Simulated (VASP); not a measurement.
# Y in VASP: single point with PBE

Aim: the single point of Y with PBE.

All numbers are computed with VASP 6.6.1; they aren't measurements. Logs are shortened: lines on timing, memory, paths and dates and some standing lists are left out, and cuts for length are marked.

**1. The cell of the first run**

The typed cell holds 5 atoms: a = 5.055 Å, b = 6.190 Å, c = 6.203 Å, α = 99.45°, β = 65.94°, γ = 114.13°.

The cell was built from a structure type or drawn by symmetry, and may not be a known phase.

**2. Single point, PBE**

INCAR

```
  PREC = Accurate
  ENCUT = 520
  EDIFF = 1E-6
  ISMEAR = 0
  SIGMA = 0.1
  LREAL = False
  LASPH = True
  NELM = 100
  ALGO = Fast
  ISIF = 2
  LWAVE = False
  LCHARG = False
  GGA = PE
  NBANDS = 36
```

KPOINTS

```
Automatic mesh
0
Gamma
  4 4 4
```

POSCAR

```
Y
1.0
    4.9555186387     -0.5721676494      0.8181542911
   -1.8970688095      5.8918015764     -0.0221800034
    1.5268051553     -0.5556183413      5.9862705843
Y
5
Direct
    0.9280269462      0.7044879547     -0.0312622478
    0.7280422603      0.1044956631      0.7687536730
    0.1280212662      0.3045109061      0.1687468386
    0.5280072668      0.5044842412      0.5687777924
    0.3280289543      0.9045100209      0.3687744920
```

Potentials or basis: VASP PAW PBE potentials, release 64 (Y_sv).

Launch:

```console
cat potpaw_PBE.64/Y_sv/POTCAR > POTCAR
mpirun -np 1 vasp_std > vasp.out
```

OUTCAR:

```text
PREC = Accurate
   ENCUT = 520
   EDIFF = 1E-6
   ISMEAR = 0
   LREAL = False
   LASPH = True
   NELM = 100
   ISIF = 2
   GGA = PE

 ion  position               nearest neighbor table
   1  0.928  0.704  0.969-   3 3.57   2 3.57   3 3.57   2 3.57   2 3.58   3 3.58   5 3.58   4 3.58
                             4 3.58   4 3.58   5 3.58   5 3.58
   2  0.728  0.104  0.769-   4 3.57   1 3.57   1 3.57   4 3.57   1 3.58   4 3.58   3 3.58   5 3.58
                             3 3.58   5 3.58   5 3.58   3 3.58
   3  0.128  0.305  0.169-   5 3.57   1 3.57   1 3.57   5 3.57   5 3.58   1 3.58   4 3.58   2 3.58
                             2 3.58   4 3.58   4 3.58   2 3.58
   4  0.528  0.504  0.569-   2 3.57   5 3.57   2 3.57   5 3.57   5 3.58   2 3.58   3 3.58   1 3.58
                             1 3.58   1 3.58   3 3.58   3 3.58
   5  0.328  0.905  0.369-   3 3.57   4 3.57   4 3.57   3 3.57   4 3.58   3 3.58   1 3.58   2 3.58
                             2 3.58   2 3.58   1 3.58   1 3.58

  LATTYP: Found a triclinic cell.
 ALAT       =     6.2020783654
 B/A-ratio  =     1.2917261958
 C/A-ratio  =     0.8150635891
 COS(alpha) =     0.0002097264
 COS(beta)  =     0.4073802067
 COS(gamma) =     0.6476702064

  Lattice vectors:

 A1 = (  -3.4287134834,   0.0165493081,   5.1681162932)
 A2 = (  -0.3702636542,   5.3361832351,   5.9640905809)
 A3 = (  -4.9555186387,   0.5721676494,  -0.8181542911)

Analysis of symmetry for initial positions (statically):
=====================================================================
 Subroutine PRICEL returns:
 Original cell was already a primitive cell.

 Routine SETGRP: Setting up the symmetry group for a
 triclinic supercell.

 Subroutine GETGRP returns: Found  1 space group operations
 (whereof  1 operations were pure point group operations)
 out of a pool of  2 trial point group operations.

The static configuration has the point symmetry C_1 .

Analysis of symmetry for dynamics (positions and initial velocities):
=====================================================================
 Subroutine PRICEL returns:
 Original cell was already a primitive cell.

 Routine SETGRP: Setting up the symmetry group for a
 triclinic supercell.

 Subroutine GETGRP returns: Found  1 space group operations
 (whereof  1 operations were pure point group operations)
 out of a pool of  2 trial point group operations.

The dynamic configuration has the point symmetry C_1 .

 Subroutine INISYM returns: Found  1 space group operations
 (whereof  1 operations are pure point group operations),
 and found     1 'primitive' translations

----------------------------------------------------------------------------------------

                                     Primitive cell

  volume of cell :     161.7439

  direct lattice vectors                    reciprocal lattice vectors
     4.955518639 -0.572167649  0.818154291     0.217984138  0.070002676 -0.049099774
    -1.897068809  5.891801576 -0.022180003     0.018365884  0.175684654  0.011622009
     1.526805155 -0.555618341  5.986270584    -0.029724233 -0.008916454  0.173802529

  length of vectors
     5.055088253  6.189724375  6.202844608     0.234154323  0.177023937  0.176551274

  position of ions in fractional coordinates (direct lattice)
     0.928026946  0.704487955  0.968737752
     0.728042260  0.104495663  0.768753673
     0.128021266  0.304510906  0.168746839
     0.528007267  0.504484241  0.568777792
     0.328028954  0.904510021  0.368774492

  ion indices of the primitive-cell ions
   primitive index   ion index
                 1           1
                 2           2
                 3           3
                 4           4
                 5           5

----------------------------------------------------------------------------------------

 KPOINTS: Automatic mesh

Automatic generation of k-mesh.
 Grid dimensions read from file:
 generate k-points for:    4    4    4

 Generating k-lattice:

  Cartesian coordinates                     Fractional coordinates (reciprocal lattice)
     0.054496034  0.017500669 -0.012274944     0.250000000 -0.000000000  0.000000000
     0.004591471  0.043921163  0.002905502     0.000000000  0.250000000  0.000000000
    -0.007431058 -0.002229113  0.043450632    -0.000000000  0.000000000  0.250000000

  Length of vectors
     0.058538581  0.044255984  0.044137818

  Shift w.r.t. Gamma in fractional coordinates (k-lattice)
     0.000000000  0.000000000  0.000000000

 Subroutine IBZKPT returns following result:
 ===========================================

 Found     36 irreducible k-points:

 Following reciprocal coordinates:
            Coordinates               Weight
  0.000000  0.000000  0.000000      1.000000
  0.250000 -0.000000  0.000000      2.000000
  0.500000 -0.000000  0.000000      1.000000
 -0.000000  0.250000 -0.000000      2.000000
  0.250000  0.250000  0.000000      2.000000
  0.500000  0.250000  0.000000      2.000000
[... 16 lines left out ...]
  0.000000 -0.250000  0.250000      2.000000
  0.250000 -0.250000  0.250000      2.000000
 [... further k-points ...]
   k-points           NKPTS =     36   k-points in BZ     NKDIM =     36   number of bands    NBANDS=     36
   number of dos      NEDOS =    301   number of ions     NIONS =      5
   total plane-waves  NPLWV =  92160
   dimension x,y,z NGX =    40 NGY =   48 NGZ =   48
   dimension x,y,z NGXF=    80 NGYF=   96 NGZF=   96
   ions per type =               5
   NGX,Y,Z   is equivalent  to a cutoff of  13.15, 12.89, 12.86 a.u.
   NGXF,Y,Z  is equivalent  to a cutoff of  26.31, 25.78, 25.73 a.u.
 SYSTEM =  unknown system
   PREC   = accura    normal or accurate (medium, high low for compatibility)
   ISTART =      0    job   : 0-new  1-cont  2-samecut
   ICHARG =      2    charge: 1-file 2-atom 10-const
   ISPIN  =      1    spin polarized calculation?
   LNONCOLLINEAR =      F non collinear calculations
   LSORBIT =      F    spin-orbit coupling
   LASPH  =      T    aspherical Exc in radial PAW
   ENCUT  =  520.0 eV  38.22 Ry    6.18 a.u.   9.40 11.51 11.53*2*pi/ulx,y,z
   NELM   =    100;   NELMIN=  2; NELMDL= -5     # of ELM steps
   EDIFF  = 0.1E-05   stopping-criterion for ELM
   LREAL  =      F    real-space projection
   EDIFFG = 0.1E-04   stopping-criterion for IOM
   NSW    =      0    number of steps for IOM
   IBRION =     -1    ionic relax: 0-MD 1-quasi-New 2-CG
   NFREE  =      0    steps in history (QN), initial steepest desc. (CG)
   ISIF   =      2    stress and relaxation
   ISYM   =      2    0-nonsym 1-usesym 2-fastsym
   POTIM  = 0.5000    time-step for ionic-motion
   TEBEG  =    0.0;   TEEND  =   0.0 temperature during run
   PSTRESS=    0.0 pullay stress
   NELECT =      55.0000    total number of electrons
   NUPDOWN=      -1.0000    fix difference up-down
   EMIN   =  10.00;   EMAX   =-10.00  energy-range for DOS
   EFERMI =   0.00;   METHOD = LEGACY
   ISMEAR =     0;   SIGMA  =   0.10  broadening in eV -4-tet -1-fermi 0-gaus
   EFERMI_NEDOS =   21; number of points for ismear=-14 and -15
   IALGO  =     68    algorithm
   IMIX   =      4    mixing-type and parameters
     AMIX     =   0.40;   BMIX     =  1.00
     AMIX_MAG =   1.60;   BMIX_MAG =  1.00
  volume/ion in A,a.u.               =      32.35       218.30
  Fermi-wavevector in a.u.,A,eV,Ry     =   1.142667  2.159328 17.764971  1.305689
  Thomas-Fermi vector in A             =   2.279365
   LORBIT       =      0    0 simple, 1 ext, 2 COOP (PROOUT), +10 PAW based schemes
   GGA     = PE    functional components
   LHFCALC =     F    Hartree Fock is set to
   AEXX    =    0.0000 exact exchange contribution
   IVDW    =     0    specifies the selected vdW correction
   LEPSILON=     F    determine dielectric tensor
   LRPA    =     F    only Hartree local field effects (RPA)
 non-spin polarized calculation
 RMM-DIIS sequential band-by-band and
 Gauss-broadening in eV      SIGMA  =   0.10
  energy-cutoff  :      520.00
  volume of cell :      161.74
 maximum number of plane-waves:      4409
 NGX is ok and might be reduce to    40
   NGX = 19   NGY = 23   NGZ = 23

 number of electron      55.0000000 magnetization

 Free energy of the ion-electron system (eV)
  ---------------------------------------------------
  ext. energy  EPLUGINS =         0.00000000
  ---------------------------------------------------
  free energy    TOTEN  =       -32.08275608 eV

  energy without entropy =      -32.04944090  energy(sigma->0) =      -32.06609849

 E-fermi :   3.1703     XC(G=0):  -9.4830

 val. band max:        3.1662441612   @ k =  -0.2500   0.2500   0.5000
 cond. band min:       3.1812112299   @ k =  -0.0000   0.5000   0.2500
 fundamental gap:      0.0149670687
 Fermi energy:         3.1702876269

 k-point     1 :       0.0000    0.0000    0.0000
  band No.  band energies     occupation
      1     -39.5412      2.00000
      2     -39.4583      2.00000
      3     -39.4582      2.00000
      4     -39.4576      2.00000
      5     -39.4575      2.00000
      6     -19.6725      2.00000
[... 28 lines left out ...]
     35       4.9220      0.00000
     36       4.9355      0.00000

 k-point     2 :       0.2500   -0.0000    0.0000
  band No.  band energies     occupation
      1     -39.5236      2.00000
      2     -39.4681      2.00000
      3     -39.4638      2.00000
      4     -39.4612      2.00000
      5     -39.4559      2.00000
      6     -19.7494      2.00000
[... 28 lines left out ...]
     35       5.2081      0.00000
     36       5.2792      0.00000

 k-point     3 :       0.5000   -0.0000    0.0000
  band No.  band energies     occupation
      1     -39.4870      2.00000
      2     -39.4869      2.00000
      3     -39.4744      2.00000
      4     -39.4622      2.00000
      5     -39.4622      2.00000
      6     -19.8117      2.00000
[... 28 lines left out ...]
     35       4.7331      0.00000
     36       4.7718      0.00000
[... 742 lines left out ...]
 k-point    23 :       0.0000   -0.2500    0.2500
  band No.  band energies     occupation
      1     -39.5211      2.00000
      2     -39.4745      2.00000
      3     -39.4709      2.00000
      4     -39.4538      2.00000
      5     -39.4529      2.00000
      6     -19.7071      2.00000
[... 28 lines left out ...]
     35       5.2661      0.00000
     36       5.3576      0.00000

 k-point    24 :       0.2500   -0.2500    0.2500
  band No.  band energies     occupation
      1     -39.5236      2.00000
      2     -39.4680      2.00000
      3     -39.4638      2.00000
      4     -39.4613      2.00000
      5     -39.4560      2.00000
      6     -19.7500      2.00000
[... 28 lines left out ...]
     35       5.1784      0.00000
     36       5.2773      0.00000

 [... further k-points ...]

------------------------ aborting loop because EDIFF is reached ----------------------------------------

  FORCE on cell =-STRESS in cart. coord.  units (eV):
  Direction    XX          YY          ZZ          XY          YZ          ZX
  --------------------------------------------------------------------------------------
  -------------------------------------------------------------------------------------
  Total       -0.0307209     -0.0020059     -0.1142066      0.0243870     -0.0348368      0.0047938
  in kB       -0.3043106     -0.0198699     -1.1312901      0.2415689     -0.3450813      0.0474854
  external PRESSURE =      -0.4851569 kB  Pullay stress =       0.0000000 kB

 VOLUME and BASIS-vectors are now :
 -----------------------------------------------------------------------------
  energy-cutoff  :      520.00
  volume of cell :      161.74
      direct lattice vectors                 reciprocal lattice vectors
     4.955518639 -0.572167649  0.818154291     0.217984138  0.070002676 -0.049099774
    -1.897068809  5.891801576 -0.022180003     0.018365884  0.175684654  0.011622009
     1.526805155 -0.555618341  5.986270584    -0.029724233 -0.008916454  0.173802529

 POSITION                                       TOTAL-FORCE (eV/Angst)
 -----------------------------------------------------------------------------------
      4.74147      3.08147      6.54277         0.000001      0.000235      0.000649
      4.58333     -0.22803      5.19530        -0.000417     -0.000026      0.000059
      0.31438      1.62711      1.10815         0.000304     -0.000292      0.000407
      2.52792      2.35419      3.82566         0.000197      0.000362     -0.000597
      0.47268      4.93661      2.45590        -0.000086     -0.000279     -0.000518
 -----------------------------------------------------------------------------------
    total drift:                               -0.000016      0.000072      0.000002

  FREE ENERGIE OF THE ION-ELECTRON SYSTEM (eV)
  ---------------------------------------------------
  free  energy   TOTEN  =       -32.0827560830 eV

  energy  without entropy=      -32.0494408983  energy(sigma->0) =      -32.06609849
```

It took 9.6 min on 1 thread of AMD EPYC 7R43 (Zen 3), shared host; peak memory 0.34 GiB.

What came out:

```
Free energy            : -32.0828 eV
Pressure               : 0.0 GPa
Band gap on the k mesh : zero (an odd number of electrons rules out a gap without spin polarisation)
```

Caveat: the k points lie up to 0.37 Å⁻¹ apart, too coarse for converged energies and pressures of a metal.
